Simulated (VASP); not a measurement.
# InP (Fm-3m) in VASP: a series of runs, part 3 of 3

VASP 6.6.1. Earlier steps stand in the parts before.

### Step 4. Single point, PBE-based screened hybrid with 25 % exact exchange

POSCAR reads:

```
InP
1.0
    0.0000000000      2.7688340000      2.7688340000
    2.7688340000      0.0000000000      2.7688340000
    2.7688340000      2.7688340000      0.0000000000
In P
1 1
Direct
    0.0000000000      0.0000000000      0.0000000000
    0.5000000000      0.5000000000      0.5000000000
```

INCAR.step1 reads:

```
SYSTEM = InP
  PREC = Accurate
  ENCUT = 520
  EDIFF = 1E-5
  ISMEAR = -1
  SIGMA = 0.05
  LREAL = .FALSE.
  LASPH = .TRUE.
  NELM = 80
  ALGO = Normal
  ISIF = 2
  LWAVE = .TRUE.
  NBANDS = 16
  GGA = PE
```

INCAR.step2 reads:

```
SYSTEM = InP
  PREC = Accurate
  ENCUT = 520
  EDIFF = 1E-6
  ISMEAR = -1
  SIGMA = 0.05
  LREAL = .FALSE.
  LASPH = .TRUE.
  NELM = 80
  ALGO = Normal
  ISIF = 2
  LWAVE = .FALSE.
  LCHARG = .TRUE.
  GGA = PE
  LHFCALC = .TRUE.
  AEXX = 0.25
  HFSCREEN = 0.4
  PRECFOCK = Normal
  LELF = .TRUE.
  LVHAR = .TRUE.
  NBANDS = 16
  ISTART = 1
```

KPOINTS reads:

```
Automatic mesh
0
G
  4 4 4
  0 0 0
```

Potentials or basis: VASP PAW PBE potentials, release 64 (In_d, P).

Run with:

```
$ cat potpaw_PBE.64/In_d/POTCAR potpaw_PBE.64/P/POTCAR > POTCAR
$ cp INCAR.step1 INCAR
$ mpirun -np 1 vasp_std > vasp.out
$ cp INCAR.step2 INCAR
$ mpirun -np 1 vasp_std > vasp.out
```

OUTCAR:

```text
SYSTEM = InP
   PREC = Accurate
   ENCUT = 520
   EDIFF = 1E-6
   ISMEAR = -1
   LREAL = .FALSE.
   LASPH = .TRUE.
   NELM = 80
   ISIF = 2
   GGA = PE
   LHFCALC = .TRUE.
   AEXX = 0.25
   HFSCREEN = 0.4
   PRECFOCK = Normal
   ISTART = 1

 ion  position               nearest neighbor table
   1  0.000  0.000  0.000-   2 2.77   2 2.77   2 2.77   2 2.77   2 2.77   2 2.77
   2  0.500  0.500  0.500-   1 2.77   1 2.77   1 2.77   1 2.77   1 2.77   1 2.77

  LATTYP: Found a face centered cubic cell.
 ALAT       =     5.5376680000

  Lattice vectors:

 A1 = (   0.0000000000,   2.7688340000,   2.7688340000)
 A2 = (   2.7688340000,   0.0000000000,   2.7688340000)
 A3 = (   2.7688340000,   2.7688340000,   0.0000000000)

Analysis of symmetry for initial positions (statically):
=====================================================================
 Subroutine PRICEL returns:
 Original cell was already a primitive cell.

 Routine SETGRP: Setting up the symmetry group for a
 face centered cubic supercell.

 Subroutine GETGRP returns: Found 48 space group operations
 (whereof 48 operations were pure point group operations)
 out of a pool of 48 trial point group operations.

The static configuration has the point symmetry O_h .

Analysis of symmetry for dynamics (positions and initial velocities):
=====================================================================
 Subroutine PRICEL returns:
 Original cell was already a primitive cell.

 Routine SETGRP: Setting up the symmetry group for a
 face centered cubic supercell.

 Subroutine GETGRP returns: Found 48 space group operations
 (whereof 48 operations were pure point group operations)
 out of a pool of 48 trial point group operations.

The dynamic configuration has the point symmetry O_h .

[... 103 lines left out ...]
  Fermi-wavevector in a.u.,A,eV,Ry     =   1.229869  2.324115 20.579860  1.512577
  Thomas-Fermi vector in A             =   2.364739
   LORBIT       =      0    0 simple, 1 ext, 2 COOP (PROOUT), +10 PAW based schemes
   GGA     = PE    functional components
   LHFCALC =     T    Hartree Fock is set to
   PRECFOCK=normal    Normal, Fast or Accurate (Low or Medium for compatibility)
   ENCUT4O =  -1.0   cutoff for four orbital integrals eV
   NKREDX  =     1    reduce k-point grid by
   NKREDY  =     1    reduce k-point grid by
   NKREDZ  =     1    reduce k-point grid by
   AEXX    =    0.2500 exact exchange contribution
   HFSCREEN=    0.4000 screening length (either q_TF or 0.3 A-1)
   HFSCREENC=   0.4000 screening length for correlation (either q_TF or 0.3 A-1)
   ENCUTFOCK=  -1.0 apply spherical cutoff to Coloumb kernel
   IVDW    =     0    specifies the selected vdW correction
   LEPSILON=     F    determine dielectric tensor
   LRPA    =     F    only Hartree local field effects (RPA)
 non-spin polarized calculation
  energy-cutoff  :      520.00
  volume of cell :       42.45
 maximum number of plane-waves:      1162
 NGX is ok and might be reduce to    30
  NGX = 24; NGY = 24; NGZ = 24

 number of electron      18.0000009 magnetization

 Free energy of the ion-electron system (eV)
  ---------------------------------------------------
  ext. energy  EPLUGINS =         0.00000000
  ---------------------------------------------------
  free energy    TOTEN  =        -8.59234666 eV

  energy without entropy =       -8.58351572  energy(sigma->0) =       -8.58793119

 E-fermi :   7.1298     XC(G=0):  -8.8802

 val. band max:        7.1029170566   @ k =   0.5000   0.0000   0.0000
 cond. band min:       7.6832015963   @ k =   0.5000   0.2500   0.0000
 fundamental gap:      0.5802845397
 Fermi energy:         7.1298487073

 k-point     1 :       0.0000    0.0000    0.0000
  band No.  band energies     occupation
      1      -9.1124      2.00000
      2      -9.1124      2.00000
      3      -9.0856      2.00000
      4      -9.0856      2.00000
      5      -9.0856      2.00000
      6      -6.1232      2.00000
[... 129 lines left out ...]
      3      -9.0611      2.00000
      4      -9.0611      2.00000
      5      -8.9774      2.00000
      6      -2.6353      2.00000
[... 8 lines left out ...]
     15      19.0844      0.00000
     16      21.1989      0.00000

------------------------ aborting loop because EDIFF is reached ----------------------------------------

  FORCE on cell =-STRESS in cart. coord.  units (eV):
  Direction    XX          YY          ZZ          XY          YZ          ZX
  --------------------------------------------------------------------------------------
  -------------------------------------------------------------------------------------
  Total       -0.4683693     -0.4683693     -0.4683693     -0.0000000      0.0000000     -0.0000000
  in kB      -17.6757654    -17.6757654    -17.6757654     -0.0000000      0.0000000     -0.0000000
  external PRESSURE =     -17.6757654 kB  Pullay stress =       0.0000000 kB

 VOLUME and BASIS-vectors are now :
 -----------------------------------------------------------------------------
  energy-cutoff  :      520.00
  volume of cell :       42.45
      direct lattice vectors                 reciprocal lattice vectors
     0.000000000  2.768834000  2.768834000    -0.180581429  0.180581429  0.180581429
     2.768834000  0.000000000  2.768834000     0.180581429 -0.180581429  0.180581429
     2.768834000  2.768834000  0.000000000     0.180581429  0.180581429 -0.180581429

 POSITION                                       TOTAL-FORCE (eV/Angst)
 -----------------------------------------------------------------------------------
      0.00000      0.00000      0.00000        -0.000000     -0.000000     -0.000000
      2.76883      2.76883      2.76883         0.000000      0.000000      0.000000
 -----------------------------------------------------------------------------------
    total drift:                                0.000009      0.000007      0.000008

  FREE ENERGIE OF THE ION-ELECTRON SYSTEM (eV)
  ---------------------------------------------------
  free  energy   TOTEN  =        -8.5923466649 eV

  energy  without entropy=       -8.5835157240  energy(sigma->0) =       -8.58793119
```

OUTCAR.step1:

```text
SYSTEM = InP
   PREC = Accurate
   ENCUT = 520
   EDIFF = 1E-5
   ISMEAR = -1
   LREAL = .FALSE.
[... 355 lines left out ...]
      0.00000      0.00000      0.00000        -0.000000     -0.000000     -0.000000
      2.76883      2.76883      2.76883         0.000000      0.000000      0.000000
 -----------------------------------------------------------------------------------
    total drift:                               -0.000000      0.000000      0.000000

  FREE ENERGIE OF THE ION-ELECTRON SYSTEM (eV)
  ---------------------------------------------------
  free  energy   TOTEN  =        -7.6614600073 eV

  energy  without entropy=       -7.6515879440  energy(sigma->0) =       -7.65652398
```

Run time: 5.8 min. Hardware: 1 thread of Intel Xeon Platinum 8259CL at 2.50GHz (Skylake/Cascade Lake), shared host; peak memory 0.27 GiB.

What came out:

| Quantity | Value |
| --- | --- |
| Free energy | -8.5923 eV |
| Pressure | -1.8 GPa |
| Band gap on the k mesh | zero (bands 9 and 10 overlap by 2.63 eV) |

Caveat: the k points lie up to 0.49 Å⁻¹ apart, too coarse for converged energies and pressures of a metal; the PAW data sets were made with another functional, which shifts forces and pressure a little; spin-orbit coupling is left out, which moves the levels of the heavy elements.

### Step 5. Single point, PBE-based screened hybrid with 25 % exact exchange

POSCAR is that of step 4.

INCAR.step1 reads:

```
  ALGO = Normal
  EDIFF = 1E-5
  ENCUT = 520
  GGA = PE
  ISIF = 2
  ISMEAR = -1
  LASPH = True
  LREAL = False
  LWAVE = True
  NBANDS = 16
  NELM = 100
  PREC = Accurate
  SIGMA = 0.05
```

INCAR.step2 reads:

```
  AEXX = 0.25
  ALGO = Normal
  EDIFF = 1E-7
  ENCUT = 520
  GGA = PE
  HFSCREEN = 0.6
  ISIF = 2
  ISMEAR = -1
  ISTART = 1
  LASPH = True
  LCHARG = True
  LELF = True
  LHFCALC = True
  LREAL = False
  LVHAR = True
  LWAVE = False
  NBANDS = 16
  NELM = 100
  PREC = Accurate
  PRECFOCK = Normal
  SIGMA = 0.05
```

KPOINTS reads:

```
k-points
0
Gamma
  4 4 4
```

Run with:

```
$ cat potpaw_PBE.64/In_d/POTCAR potpaw_PBE.64/P/POTCAR > POTCAR
$ cp INCAR.step1 INCAR
$ mpirun -np 1 vasp_std > vasp.out
$ cp INCAR.step2 INCAR
$ mpirun -np 1 vasp_std > vasp.out
```

Run time: 7.5 min. Hardware: 1 thread of Intel Xeon Platinum 8259CL at 2.50GHz (Skylake/Cascade Lake), shared host; peak memory 0.27 GiB.

Results (log left out):

| Quantity | Value |
| --- | --- |
| Free energy | -8.2377 eV |
| Pressure | -1.0 GPa |
| Band gap on the k mesh | zero (bands 9 and 10 overlap by 2.61 eV) |

Levels at points of the mesh, in eV from the Fermi level:
```tsv
k point	band 6	band 7	band 8	band 9	band 10	band 11	band 12	band 13
(0.00, 0.00, 0.00)	-12.90	-0.45	-0.45	-0.45	0.56	7.12	7.12	7.12
(0.50, 0.00, 0.00)	-10.71	-7.14	-0.03	-0.03	2.46	3.35	3.35	5.37
(0.50, 0.50, 0.00)	-9.59	-5.38	-2.71	-2.64	-2.64	3.75	10.17	10.17
```

Caveat: the k points lie up to 0.49 Å⁻¹ apart, too coarse for converged energies and pressures of a metal; the PAW data sets were made with another functional, which shifts forces and pressure a little; spin-orbit coupling is left out, which moves the levels of the heavy elements.

### Step 6. Overview

| screening parameter | gap on the mesh (eV) | pressure (GPa) |
| --- | --- | --- |
| 0.2 1/Å | none | -2.6 |
| 0.3 1/Å | none | -2.2 |
| 0.4 1/Å | none | -1.8 |
| 0.6 1/Å | none | -1.0 |

Alike in all rows: task single point; level PBE-based screened hybrid with 25 % exact exchange; potentials or basis VASP PAW PBE potentials, release 64 (In_d, P); no spin polarisation; cell as given; k mesh 4 × 4 × 4; cutoff (eV) 520; smearing fermi-dirac 0.05 eV.

Caveats: all runs use coarse meshes; the PAW data sets were made with another functional, which shifts forces and pressure a little; spin-orbit coupling is left out, which moves the levels of the heavy elements.

Absolute energies hang on the potentials; compare differences alone.

The gap in the log of VASP goes by the Fermi energy; the results here count the filled bands.